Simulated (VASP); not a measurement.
A run of VASP 6.6.1 is set up as follows.

The input POSCAR:

```
NbRh
1.0
    2.8420000000      0.0000000000      0.0000000000
    0.0000000000      2.8420000000      0.0000000000
    0.0000000000      0.0000000000      3.8090000000
Nb Rh
1 1
Direct
    0.0000000000      0.0000000000      0.0000000000
    0.5000000000      0.5000000000      0.5000000000
```

INCAR.step1

```
PREC = Accurate
ENCUT = 600
ISMEAR = 0
SIGMA = 0.1
LREAL = F
LASPH = T
NELM = 80
GGA = PE
ALGO = Normal
EDIFF = 1E-4
LWAVE = T
LCHARG = F
```

INCAR.step2

```
PREC = Accurate
ENCUT = 600
EDIFF = 1E-6
ISMEAR = 0
SIGMA = 0.1
LREAL = F
LASPH = T
NELM = 80
ALGO = Normal
ISIF = 3
LWAVE = F
LCHARG = F
METAGGA = R2SCAN
LMIXTAU = T
IBRION = 2
NSW = 100
EDIFFG = -0.005
ISTART = 1
```

KPOINTS

```
regular mesh
0
Gamma
  14 14 12
```

Potentials or basis: VASP PAW PBE potentials, release 64 (Nb_sv, Rh_pv).

Launch:

```console
$ cat potpaw_PBE.64/Nb_sv/POTCAR potpaw_PBE.64/Rh_pv/POTCAR > POTCAR
$ cp INCAR.step1 INCAR
$ mpirun -np 1 vasp_std > vasp.out
$ cp INCAR.step2 INCAR
$ mpirun -np 1 vasp_std > vasp.out
```

**Question.** Estimate the relaxed cell.

**Answer.** a = 2.850 Å, b = 2.850 Å, c = 3.852 Å, α = 90.00°, β = 90.00°, γ = 90.00°.

**Question.** Predict the space group after relaxing (to 0.1 Å).

**Answer.** P4/mmm (No. 123).

The path:
```csv
step,energy change (eV),largest force (eV/Å),pressure (GPa),volume (Å³)
1,0.0000,0.0000,4.24,30.77
2,0.0306,0.0000,-8.92,32.61
3,-0.0074,0.0000,-0.10,31.32
4,-0.0074,0.0000,-0.05,31.31
5,-0.0077,0.0000,0.01,31.29
6,-0.0077,0.0000,0.05,31.29
7,-0.0077,0.0000,-0.09,31.30
8,-0.0077,0.0000,0.00,31.29
```

Caveat: the PAW data sets were made with another functional, which shifts forces and pressure a little. Zero-point motion and thermal expansion aren't in these numbers.
